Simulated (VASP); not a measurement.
Ni, 1 atom in the cell. The structure is cubic, space group Fm-3m (No. 225). The conventional cell has a = 3.517 Å, b = 3.517 Å, c = 3.517 Å, α = 90.00°, β = 90.00°, γ = 90.00°. Within 3.3 Å of Ni (site symmetry m-3m) lie 12 Ni at 2.49 Å. 

* Program: VASP 6.6.1
* Task: single point
* Functional: PBE
* Potentials or basis: VASP PAW PBE potentials, release 64 (Ni)
* Cutoff: 520 eV
* k mesh: 12 × 12 × 12
* Occupations: fermi-dirac, width 0.1 eV
* Spin: collinear spin, ferromagnetic start
* Starting moments: [1.92] μB
* Fixed moment: 1.92 μB
* Dipole correction: no
* Further INCAR settings: ALGO = Normal; EDIFF = 1e-07; NBANDS = 15

Potentials or basis: VASP PAW PBE potentials, release 64 (Ni).

Launch:

```console
$ cat potpaw_PBE.64/Ni/POTCAR > POTCAR
$ mpirun -np 1 vasp_std > vasp.out
```

Hardware: 1 thread of Intel(R) Xeon(R) Platinum 8375C CPU @ 2.90GHz (Ice Lake), with other jobs on the host.

Estimate the wall time of this run.

Wall time 33 s on 1 thread of Intel(R) Xeon(R) Platinum 8375C CPU @ 2.90GHz (Ice Lake) (shared host), peak memory 0.14 GiB. Counts: scf iterations 15, k points 72.
